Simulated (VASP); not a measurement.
# SnSe2 (P-3m1) in VASP: notebook

Runs on SnSe2. Level: PBE. Tasks: single point.

Everything below comes from runs of VASP 6.6.1. Logs are shortened: lines on timing, memory, paths and dates and some standing lists are left out, and cuts for length are marked.

### 1 The cell of the first run

It takes space group P-3m1 (No. 164, trigonal). The conventional cell has a = 3.930 Å, b = 3.930 Å, c = 6.988 Å, α = 90.00°, β = 90.00°, γ = 120.00°. Within 3.7 Å of Sn (site symmetry -3m) lie 6 Se at 2.77 Å. Within 3.7 Å of Se (site symmetry 3m) lie 3 Sn at 2.77 Å.

### 2 Single point, PBE (strain +0.0150 x Voigt [1, 1, 0, 0, 0, 0])

Input file INCAR:

```
SYSTEM = SnSe2
PREC = Accurate ; ENCUT = 520
EDIFF = 1E-7 ; ISMEAR = 0
SIGMA = 0.05 ; LREAL = .FALSE.
LASPH = .TRUE. ; NELM = 60
ALGO = Normal ; ISIF = 2
LWAVE = .FALSE. ; LCHARG = .FALSE.
GGA = PE ; NBANDS = 20
```

Input file KPOINTS:

```
Automatic mesh
0
G
  12 12 4
  0 0 0
```

Input file POSCAR:

```
SnSe2
1.0
    3.9298230194      0.0000000000      0.0000000000
   -1.9649115097      3.4033265672      0.0000000000
    0.0000000000      0.0000000000      6.9880221146
Sn Se
1 2
Direct
    0.0000000000      0.0000000000      0.0000000000
    0.3333333333      0.6666666667      0.2281493097
    0.6666666667      0.3333333333      0.7718506903
```

Potentials or basis: VASP PAW PBE potentials, release 64 (Sn_d, Se).

Command:

```bash
$ cat potpaw_PBE.64/Sn_d/POTCAR potpaw_PBE.64/Se/POTCAR > POTCAR
$ mpirun -np 1 vasp_std > vasp.out
```

OUTCAR:

```text
SYSTEM = SnSe2
   PREC = Accurate
   ENCUT = 520
   EDIFF = 1E-7
   ISMEAR = 0
   LREAL = .FALSE.
   LASPH = .TRUE.
   NELM = 60
   ISIF = 2
   GGA = PE

 ion  position               nearest neighbor table
   1  0.000  0.000  0.000-   2 2.77   3 2.77   3 2.77   2 2.77   3 2.77   2 2.77
   2  0.333  0.667  0.228-   1 2.77   1 2.77   1 2.77
   3  0.667  0.333  0.772-   1 2.77   1 2.77   1 2.77

  LATTYP: Found a hexagonal cell.
 ALAT       =     3.9298230194
 C/A-ratio  =     1.7782027537

  Lattice vectors:

 A1 = (   3.9298230194,   0.0000000000,   0.0000000000)
 A2 = (  -1.9649115097,   3.4033265672,   0.0000000000)
 A3 = (   0.0000000000,   0.0000000000,   6.9880221146)

Analysis of symmetry for initial positions (statically):
=====================================================================
 Subroutine PRICEL returns:
 Original cell was already a primitive cell.

 Routine SETGRP: Setting up the symmetry group for a
 hexagonal supercell.

 Subroutine GETGRP returns: Found 12 space group operations
 (whereof 12 operations were pure point group operations)
 out of a pool of 24 trial point group operations.

The static configuration has the point symmetry D_3d.

Analysis of symmetry for dynamics (positions and initial velocities):
=====================================================================
 Subroutine PRICEL returns:
 Original cell was already a primitive cell.

 Routine SETGRP: Setting up the symmetry group for a
 hexagonal supercell.

 Subroutine GETGRP returns: Found 12 space group operations
 (whereof 12 operations were pure point group operations)
 out of a pool of 24 trial point group operations.

The dynamic configuration has the point symmetry D_3d.

 Subroutine INISYM returns: Found 12 space group operations
 (whereof 12 operations are pure point group operations),
 and found     1 'primitive' translations

----------------------------------------------------------------------------------------

                                     Primitive cell

  volume of cell :      93.4611

  direct lattice vectors                    reciprocal lattice vectors
     3.929823019  0.000000000  0.000000000     0.254464386  0.146915082  0.000000000
    -1.964911510  3.403326567  0.000000000     0.000000000  0.293830163  0.000000000
     0.000000000  0.000000000  6.988022115     0.000000000  0.000000000  0.143102008

  length of vectors
     3.929823019  3.929823019  6.988022115     0.293830163  0.293830163  0.143102008

  position of ions in fractional coordinates (direct lattice)
     0.000000000  0.000000000  0.000000000
     0.333333333  0.666666667  0.228149310
     0.666666667  0.333333333  0.771850690

  ion indices of the primitive-cell ions
   primitive index   ion index
                 1           1
                 2           2
                 3           3

----------------------------------------------------------------------------------------

 KPOINTS: Automatic mesh

Automatic generation of k-mesh.
 Grid dimensions read from file:
 generate k-points for:   12   12    4

 Generating k-lattice:

  Cartesian coordinates                     Fractional coordinates (reciprocal lattice)
     0.021205365  0.012242923  0.000000000     0.083333333 -0.000000000  0.000000000
     0.000000000  0.024485847  0.000000000     0.000000000  0.083333333  0.000000000
     0.000000000  0.000000000  0.035775502     0.000000000  0.000000000  0.250000000

  Length of vectors
     0.024485847  0.024485847  0.035775502

  Shift w.r.t. Gamma in fractional coordinates (k-lattice)
     0.000000000  0.000000000  0.000000000

 Subroutine IBZKPT returns following result:
 ===========================================

 Found     69 irreducible k-points:

 Following reciprocal coordinates:
            Coordinates               Weight
  0.000000  0.000000  0.000000      1.000000
  0.083333 -0.000000  0.000000      6.000000
  0.166667 -0.000000  0.000000      6.000000
  0.250000 -0.000000  0.000000      6.000000
  0.333333 -0.000000  0.000000      6.000000
  0.416667 -0.000000  0.000000      6.000000
[... 16 lines left out ...]
  0.166667 -0.000000  0.250000      6.000000
  0.000000  0.166667  0.250000      6.000000
 [... further k-points ...]
   k-points           NKPTS =     69   k-points in BZ     NKDIM =     69   number of bands    NBANDS=     20
   number of dos      NEDOS =    301   number of ions     NIONS =      3
   total plane-waves  NPLWV =  48600
   dimension x,y,z NGX =    30 NGY =   30 NGZ =   54
   dimension x,y,z NGXF=    60 NGYF=   60 NGZF=  108
   ions per type =               1   2
   NGX,Y,Z   is equivalent  to a cutoff of  12.69, 12.69, 12.85 a.u.
   NGXF,Y,Z  is equivalent  to a cutoff of  25.38, 25.38, 25.69 a.u.
 SYSTEM =  SnSe2
   PREC   = accura    normal or accurate (medium, high low for compatibility)
   ISTART =      0    job   : 0-new  1-cont  2-samecut
   ICHARG =      2    charge: 1-file 2-atom 10-const
   ISPIN  =      1    spin polarized calculation?
   LNONCOLLINEAR =      F non collinear calculations
   LSORBIT =      F    spin-orbit coupling
   LASPH  =      T    aspherical Exc in radial PAW
   ENCUT  =  520.0 eV  38.22 Ry    6.18 a.u.   7.31  7.31 12.99*2*pi/ulx,y,z
   NELM   =     60;   NELMIN=  2; NELMDL= -5     # of ELM steps
   EDIFF  = 0.1E-06   stopping-criterion for ELM
   LREAL  =      F    real-space projection
   EDIFFG = 0.1E-05   stopping-criterion for IOM
   NSW    =      0    number of steps for IOM
   IBRION =     -1    ionic relax: 0-MD 1-quasi-New 2-CG
   NFREE  =      0    steps in history (QN), initial steepest desc. (CG)
   ISIF   =      2    stress and relaxation
   ISYM   =      2    0-nonsym 1-usesym 2-fastsym
   POTIM  = 0.5000    time-step for ionic-motion
   TEBEG  =    0.0;   TEEND  =   0.0 temperature during run
   PSTRESS=    0.0 pullay stress
   NELECT =      26.0000    total number of electrons
   NUPDOWN=      -1.0000    fix difference up-down
   EMIN   =  10.00;   EMAX   =-10.00  energy-range for DOS
   EFERMI =   0.00;   METHOD = LEGACY
   ISMEAR =     0;   SIGMA  =   0.05  broadening in eV -4-tet -1-fermi 0-gaus
   EFERMI_NEDOS =   21; number of points for ismear=-14 and -15
   IALGO  =     38    algorithm
   IMIX   =      4    mixing-type and parameters
     AMIX     =   0.40;   BMIX     =  1.00
     AMIX_MAG =   1.60;   BMIX_MAG =  1.00
  volume/ion in A,a.u.               =      31.15       210.24
  Fermi-wavevector in a.u.,A,eV,Ry     =   1.068700  2.019549 15.539470  1.142119
  Thomas-Fermi vector in A             =   2.204356
   LORBIT       =      0    0 simple, 1 ext, 2 COOP (PROOUT), +10 PAW based schemes
   GGA     = PE    functional components
   LHFCALC =     F    Hartree Fock is set to
   AEXX    =    0.0000 exact exchange contribution
   IVDW    =     0    specifies the selected vdW correction
   LEPSILON=     F    determine dielectric tensor
   LRPA    =     F    only Hartree local field effects (RPA)
 non-spin polarized calculation
 Gauss-broadening in eV      SIGMA  =   0.05
  energy-cutoff  :      520.00
  volume of cell :       93.46
 maximum number of plane-waves:      2541
 NGX is ok and might be reduce to    30
   NGX = 15   NGY = 15   NGZ = 25

 number of electron      26.0000002 magnetization

 Free energy of the ion-electron system (eV)
  ---------------------------------------------------
  ext. energy  EPLUGINS =         0.00000000
  ---------------------------------------------------
  free energy    TOTEN  =       -11.85997178 eV

  energy without entropy =      -11.85997178  energy(sigma->0) =      -11.85997178

 E-fermi :   2.4600     XC(G=0):  -8.4703

 val. band max:        2.2410079515   @ k =   0.1667  -0.0000   0.0000
 cond. band min:       2.9524146813   @ k =   0.5000  -0.0000   0.5000
 fundamental gap:      0.7114067298
 Fermi energy:         2.4600023485

 k-point     1 :       0.0000    0.0000    0.0000
  band No.  band energies     occupation
      1     -18.8212      2.00000
      2     -18.8212      2.00000
      3     -18.7965      2.00000
      4     -18.7876      2.00000
      5     -18.7876      2.00000
      6     -10.8793      2.00000
[... 12 lines left out ...]
     19      11.0703      0.00000
     20      11.1038      0.00000

 k-point     2 :       0.0833   -0.0000    0.0000
  band No.  band energies     occupation
      1     -18.8231      2.00000
      2     -18.8192      2.00000
      3     -18.7952      2.00000
      4     -18.7889      2.00000
      5     -18.7875      2.00000
      6     -10.8201      2.00000
[... 12 lines left out ...]
     19      10.4599      0.00000
     20      11.0936      0.00000

 k-point     3 :       0.1667   -0.0000    0.0000
  band No.  band energies     occupation
      1     -18.8291      2.00000
      2     -18.8145      2.00000
      3     -18.7934      2.00000
      4     -18.7897      2.00000
      5     -18.7866      2.00000
      6     -10.6475      2.00000
[... 12 lines left out ...]
     19      10.4154      0.00000
     20      10.8772      0.00000

 k-point     4 :       0.2500   -0.0000    0.0000
  band No.  band energies     occupation
      1     -18.8381      2.00000
      2     -18.8096      2.00000
      3     -18.7968      2.00000
      4     -18.7841      2.00000
      5     -18.7837      2.00000
      6     -10.3782      2.00000
[... 12 lines left out ...]
     19      10.6686      0.00000
     20      10.7170      0.00000

 k-point     5 :       0.3333   -0.0000    0.0000
  band No.  band energies     occupation
      1     -18.8477      2.00000
      2     -18.8069      2.00000
      3     -18.8004      2.00000
      4     -18.7787      2.00000
      5     -18.7779      2.00000
      6     -10.0478      2.00000
[... 12 lines left out ...]
     19      10.6848      0.00000
     20      11.2793      0.00000
[... 353 lines left out ...]
      6     -10.7982      2.00000
[... 12 lines left out ...]
     19      10.3904      0.00000
     20      11.0608      0.00000

 k-point    22 :       0.0000    0.0833    0.2500
  band No.  band energies     occupation
      1     -18.8231      2.00000
      2     -18.8193      2.00000
      3     -18.7952      2.00000
      4     -18.7889      2.00000
      5     -18.7875      2.00000
      6     -10.7982      2.00000
[... 12 lines left out ...]
     19      10.5595      0.00000
     20      10.9268      0.00000

 k-point    23 :       0.1667   -0.0000    0.2500
  band No.  band energies     occupation
      1     -18.8291      2.00000
      2     -18.8145      2.00000
      3     -18.7934      2.00000
      4     -18.7897      2.00000
      5     -18.7866      2.00000
      6     -10.6261      2.00000
[... 12 lines left out ...]
     19      10.3062      0.00000
     20      11.1800      0.00000

 k-point    24 :       0.0000    0.1667    0.2500
  band No.  band energies     occupation
      1     -18.8291      2.00000
      2     -18.8145      2.00000
      3     -18.7934      2.00000
      4     -18.7897      2.00000
      5     -18.7866      2.00000
      6     -10.6261      2.00000
[... 12 lines left out ...]
     19      10.3088      0.00000
     20      10.7171      0.00000

 [... further k-points ...]
[... 5 lines left out ...]
  --------------------------------------------------------------------------------------
  -------------------------------------------------------------------------------------
  Total       -1.0113143     -1.0113143     -0.4780072     -0.0000000      0.0000000      0.0000000
  in kB      -17.3366759    -17.3366759     -8.1943427     -0.0000000      0.0000000      0.0000000
  external PRESSURE =     -14.2892315 kB  Pullay stress =       0.0000000 kB

 VOLUME and BASIS-vectors are now :
 -----------------------------------------------------------------------------
  energy-cutoff  :      520.00
  volume of cell :       93.46
      direct lattice vectors                 reciprocal lattice vectors
     3.929823019  0.000000000  0.000000000     0.254464386  0.146915082  0.000000000
    -1.964911510  3.403326567  0.000000000     0.000000000  0.293830163  0.000000000
     0.000000000  0.000000000  6.988022115     0.000000000  0.000000000  0.143102008

 POSITION                                       TOTAL-FORCE (eV/Angst)
 -----------------------------------------------------------------------------------
      0.00000      0.00000      0.00000         0.000000      0.000000     -0.000000
     -0.00000      2.26888      1.59431         0.000000     -0.000000     -0.139938
      1.96491      1.13444      5.39371        -0.000000      0.000000      0.139938
 -----------------------------------------------------------------------------------
    total drift:                                0.000000      0.000000      0.000000

  FREE ENERGIE OF THE ION-ELECTRON SYSTEM (eV)
  ---------------------------------------------------
  free  energy   TOTEN  =       -11.8599717762 eV

  energy  without entropy=      -11.8599717762  energy(sigma->0) =      -11.85997178
```

It took 50 s on 1 thread of Intel Xeon 6975P-C (Granite Rapids), shared host; peak memory 0.28 GiB.

Results:

| Quantity | Value |
| --- | --- |
| Free energy | -11.8600 eV |
| Pressure | -1.4 GPa |
| Largest force | 0.140 eV/Å |
| Band gap on the k mesh | 0.71 eV (least direct gap 1.06 eV) |

Forces on the atoms (eV/Å):
```
Sn   0.000  0.000  0.000
Se   0.000  0.000 -0.140
Se   0.000  0.000  0.140
```

Stress tensor (GPa, compression positive):
```
-1.73  0.00  0.00
 0.00 -1.73  0.00
 0.00  0.00 -0.82
```

Levels at points of the mesh, in eV from the valence-band top:
```csv
k point,band 11,band 12,band 13,band 14,band 15,band 16
"(0.00, 0.00, 0.00)",-0.38,-0.13,-0.13,0.96,3.00,4.51
"(0.50, 0.00, 0.00)",-2.11,-0.68,-0.24,0.92,3.88,5.50
"(0.00, 0.00, 0.50)",-0.49,-0.09,-0.09,1.83,2.91,4.43
"(0.50, 0.00, 0.50)",-1.89,-0.53,-0.35,0.71,4.21,4.99
```

Caveat: the cell differs from its parent crystal (strain +0.0150 x Voigt [1, 1, 0, 0, 0, 0]); semilocal functionals underestimate gaps, and a narrow one can read as zero; spin-orbit coupling is left out, which moves the levels of the heavy elements; this functional lacks dispersion, which binds layers or chains, so the pressure and a relaxed spacing across them are unreliable.

### 3 Single point, PBE (strain +0.0300 x Voigt [1, 1, 0, 0, 0, 0])

Input file INCAR:

```
SYSTEM = SnSe2
ALGO = Normal ; EDIFF = 1E-6
ENCUT = 520 ; GGA = PE
ISIF = 2 ; ISMEAR = 0
LASPH = .TRUE. ; LCHARG = .FALSE.
LREAL = .FALSE. ; LWAVE = .FALSE.
NBANDS = 20 ; NELM = 80
PREC = Accurate ; SIGMA = 0.05
```

Input file KPOINTS:

```
k-points
0
G
  12 12 4
  0 0 0
```

Input file POSCAR:

```
SnSe2
1.0
    3.9878992217      0.0000000000      0.0000000000
   -1.9939496109      3.4536220337      0.0000000000
    0.0000000000      0.0000000000      6.9880221146
Sn Se
1 2
Direct
    0.0000000000      0.0000000000      0.0000000000
    0.3333333333      0.6666666667      0.2281493097
    0.6666666667      0.3333333333      0.7718506903
```

Potentials or basis: VASP PAW PBE potentials, release 64 (Sn_d, Se).

Command:

```bash
$ cat potpaw_PBE.64/Sn_d/POTCAR potpaw_PBE.64/Se/POTCAR > POTCAR
$ mpirun -np 1 vasp_std > vasp.out
```

Run time: 42 s. Hardware: 1 thread of Intel Xeon 6975P-C (Granite Rapids), shared host; peak memory 0.29 GiB.

The run converged. Its results:

- Free energy: -11.8166 eV
- Pressure: -2.7 GPa
- Largest force: 0.276 eV/Å
- Band gap on the k mesh: 0.72 eV (least direct gap 0.99 eV)

Forces on the atoms (eV/Å):
```
Sn   0.000  0.000  0.000
Se   0.000  0.000 -0.276
Se   0.000  0.000  0.276
```

Stress tensor (GPa, compression positive):
```
-3.25  0.00  0.00
 0.00 -3.25  0.00
 0.00  0.00 -1.56
```

Levels at points of the mesh, in eV from the valence-band top:
| k point | band 11 | band 12 | band 13 | band 14 | band 15 | band 16 |
| --- | --- | --- | --- | --- | --- | --- |
| (0.00, 0.00, 0.00) | -0.25 | -0.14 | -0.14 | 0.84 | 2.92 | 4.43 |
| (0.50, 0.00, 0.00) | -2.04 | -0.58 | -0.21 | 0.91 | 3.85 | 5.44 |
| (0.00, 0.00, 0.50) | -0.49 | -0.10 | -0.10 | 1.69 | 2.83 | 4.35 |
| (0.50, 0.00, 0.50) | -1.75 | -0.45 | -0.32 | 0.72 | 4.19 | 5.06 |

Caveat: the cell differs from its parent crystal (strain +0.0300 x Voigt [1, 1, 0, 0, 0, 0]); semilocal functionals underestimate gaps, and a narrow one can read as zero; spin-orbit coupling is left out, which moves the levels of the heavy elements; this functional lacks dispersion, which binds layers or chains, so the pressure and a relaxed spacing across them are unreliable. A k mesh can miss the band edges.

### 4 Single point, PBE (strain +0.0450 x Voigt [1, 1, 0, 0, 0, 0])

Input file INCAR:

```
SYSTEM = SnSe2
  PREC = Accurate
  ENCUT = 520
  EDIFF = 1E-7
  ISMEAR = 0
  SIGMA = 0.05
  LREAL = .FALSE.
  LASPH = .TRUE.
  NELM = 80
  ALGO = Normal
  ISIF = 2
  LWAVE = .FALSE.
  LCHARG = .TRUE.
  GGA = PE
  LELF = .TRUE.
  LVHAR = .TRUE.
  NBANDS = 20
```

Input file KPOINTS:

```
Automatic mesh
0
G
  12 12 4
  0 0 0
```

Input file POSCAR:

```
SnSe2
1.0
    4.0459754239      0.0000000000      0.0000000000
   -2.0229877120      3.5039175002      0.0000000000
    0.0000000000      0.0000000000      6.9880221146
Sn Se
1 2
Direct
    0.0000000000      0.0000000000      0.0000000000
    0.3333333333      0.6666666667      0.2281493097
    0.6666666667      0.3333333333      0.7718506903
```

Command:

```bash
$ cat potpaw_PBE.64/Sn_d/POTCAR potpaw_PBE.64/Se/POTCAR > POTCAR
$ mpirun -np 1 vasp_std > vasp.out
```

Run time: 53 s. Hardware: 1 thread of Intel Xeon 6975P-C (Granite Rapids), shared host; peak memory 0.29 GiB.

Results (log left out):

* Free energy: -11.7480 eV
* Pressure: -3.7 GPa
* Largest force: 0.394 eV/Å
* Band gap on the k mesh: 0.73 eV (least direct gap 0.86 eV)

Forces on the atoms (eV/Å):
```
Sn   0.000  0.000  0.000
Se   0.000  0.000 -0.394
Se   0.000  0.000  0.394
```

Stress tensor (GPa, compression positive):
```
-4.53  0.00  0.00
 0.00 -4.53  0.00
 0.00  0.00 -2.18
```

Levels at points of the mesh, in eV from the valence-band top:
```csv
k point,band 10,band 11,band 12,band 13,band 14,band 15,band 16,band 17
"(0.00, 0.00, 0.00)",-0.46,-0.15,-0.15,-0.13,0.73,2.85,4.35,4.35
"(0.50, 0.00, 0.00)",-1.97,-1.94,-0.49,-0.18,0.89,3.82,5.38,5.95
"(0.00, 0.00, 0.50)",-0.49,-0.49,-0.11,-0.11,1.55,2.75,4.28,4.28
"(0.50, 0.00, 0.50)",-1.92,-1.61,-0.37,-0.29,0.73,4.16,5.11,5.66
```

Caveat: the cell differs from its parent crystal (strain +0.0450 x Voigt [1, 1, 0, 0, 0, 0]); the cell stands under tension; semilocal functionals underestimate gaps, and a narrow one can read as zero; spin-orbit coupling is left out, which moves the levels of the heavy elements; this functional lacks dispersion, which binds layers or chains, so the pressure and a relaxed spacing across them are unreliable.

### 5 Overview

```tsv
cell	gap on the mesh (eV)	pressure (GPa)	largest force (eV/Å)
a = 3.930, b = 3.930, c = 6.988 Å, angles 90.0, 90.0, 120.0°, 3 atoms	0.71	-1.4	0.14
a = 3.988, b = 3.988, c = 6.988 Å, angles 90.0, 90.0, 120.0°, 3 atoms	0.72	-2.7	0.28
a = 4.046, b = 4.046, c = 6.988 Å, angles 90.0, 90.0, 120.0°, 3 atoms	0.73	-3.7	0.39
```

Alike in all rows: task single point; level PBE; potentials or basis VASP PAW PBE potentials, release 64 (Sn_d, Se); no spin polarisation; k mesh 12 × 12 × 4; cutoff (eV) 520; smearing gaussian 0.05 eV.

Caveats: semilocal functionals underestimate gaps, and a narrow one can read as zero; spin-orbit coupling is left out, which moves the levels of the heavy elements; this functional lacks dispersion, which binds layers or chains, so the pressure and a relaxed spacing across them are unreliable; the cell stands under tension (at least some runs).

Absolute energies hang on the potentials; compare differences alone.
